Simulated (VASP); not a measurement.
A run of VASP 6.6.1 is set up as follows.

INCAR

```
ALGO = Normal
EDIFF = 1E-6
ENCUT = 520
GGA = PS
ISIF = 2
ISMEAR = -1
LASPH = True
LCHARG = False
LREAL = False
LWAVE = False
NBANDS = 56
NELM = 60
PREC = Accurate
SIGMA = 0.05
```

The input KPOINTS:

```
k-points
0
Gamma
  3 3 2
```

POSCAR

```
Te8HPd4
1.0
   -2.0120000000      3.4848860000      5.1130000000
    4.0240000000      0.0000000000      5.1130000000
    4.0240000000      6.9697720000      0.0000000000
Te Pd H
8 4 1
Direct
    0.3010163760      0.9933118071      0.1773504565
    0.1437461955      0.5334883048      0.0601541766
    0.3368990407      0.9704156474      0.7093410300
    0.1322231977      0.5647061979      0.6068228960
    0.7709444173      0.4777549764      0.3824438724
    0.6516416982      0.0302867196      0.3360659386
    0.7825103489      0.4788039480      0.8949561966
    0.6945555479      0.0596396408      0.8351281928
    0.0274245951     -0.0278744288      0.0083113784
   -0.0052887942      0.0250423636      0.5274822254
    0.4545745392      0.5044319150      0.2431585355
    0.5095692803      0.5018721435      0.7230665722
    0.4659807866      0.2650968587      0.4229134153
```

Potentials or basis: VASP PAW PBE potentials, release 64 (Te, Pd, H).

Command:

```bash
$ cat potpaw_PBE.64/Te/POTCAR potpaw_PBE.64/Pd/POTCAR potpaw_PBE.64/H/POTCAR > POTCAR
$ mpirun -np 1 vasp_std > vasp.out
```

(1) Predict the pressure.

(2) Estimate the largest force.

## Answers

(1) 3.4 GPa.

(2) 2.858 eV/Å.

Caveat: the k points lie up to 0.42 Å⁻¹ apart, too coarse for converged energies and pressures of a metal; the atoms stand as in a frame of molecular dynamics; the PAW data sets were made with another functional, which shifts forces and pressure a little; an odd number of electrons without spin polarisation forces a metal; a magnetic or distorted state may lie lower.
